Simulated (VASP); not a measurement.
A run of VASP 6.6.1 is set up as follows.

The input INCAR:

```
ALGO = Normal ; EDIFF = 1E-7
ENCUT = 520 ; GGA = PS
ISIF = 2 ; ISMEAR = 0
ISPIN = 2 ; LASPH = T
LCHARG = F ; LMAXMIX = 4
LORBIT = 11 ; LREAL = F
LWAVE = F ; MAGMOM = 0.05 0 0 0
NBANDS = 28 ; NELM = 150
PREC = Accurate ; SIGMA = 0.05
```

File KPOINTS:

```
k-points
0
Gamma
  6 6 6
```

POSCAR

```
NiI3
1.0
    5.2278904648      0.0000000000      0.0000000000
    0.0000000000      5.2278904648      0.0000000000
    0.0000000000      0.0000000000      5.2278904648
Ni I
1 3
Direct
    0.0000000000      0.0000000000      0.0000000000
    0.5000000000      0.0000000000      0.0000000000
    0.0000000000      0.0000000000      0.5000000000
    0.0000000000      0.5000000000      0.0000000000
```

Potentials or basis: VASP PAW PBE potentials, release 64 (Ni, I).

Run with:

```bash
$ cat potpaw_PBE.64/Ni/POTCAR potpaw_PBE.64/I/POTCAR > POTCAR
$ mpirun -np 1 vasp_std > vasp.out
```

Task: Estimate the pressure.

Result: 0.0 GPa.

Task: What does it give for the net moment?

Result: 0.01 μB per cell.

Caveat: the PAW data sets were made with another functional, which shifts forces and pressure a little.
